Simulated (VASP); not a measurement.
A run of VASP 6.6.1 is set up as follows.

File INCAR:

```
ALGO = Fast
EDIFF = 1E-6
ENCUT = 520
GGA = PS
ISIF = 2
ISMEAR = 0
ISYM = 0
LASPH = True
LCHARG = False
LREAL = False
LWAVE = False
NBANDS = 13
NELM = 80
PREC = Accurate
SIGMA = 0.1
```

File KPOINTS:

```
k-points
0
Gamma
  15 15 14
```

Contents of POSCAR:

```
Pb
1.0
    0.0000000000      2.5639734740      2.5639734740
    2.5639734740      0.0000000000      2.5639734740
    2.3663894740      2.3663894740      0.1975840000
Pb
1
Direct
    0.0000000000      0.0000000000      0.0000000000
```

Potentials or basis: VASP PAW PBE potentials, release 64 (Pb_d).

The run is started by

```bash
$ cat potpaw_PBE.64/Pb_d/POTCAR > POTCAR
$ mpirun -np 1 vasp_std > vasp.out
```

Question: What does it give for the pressure?

Answer: 0.9 GPa.

Question: What does it give for the band gap on the k mesh?

Answer: Zero (band 7 reaches 13.98 eV, above the bottom of band 8 at 5.57 eV).

Stress tensor (GPa, compression positive):
```
 1.00  1.42 -1.31
 1.42  1.00 -1.31
-1.31 -1.31  0.71
```

Caveat: the cell differs from its parent crystal (strained); the PAW data sets were made with another functional, which shifts forces and pressure a little; spin-orbit coupling is left out, which moves the levels of the heavy elements.
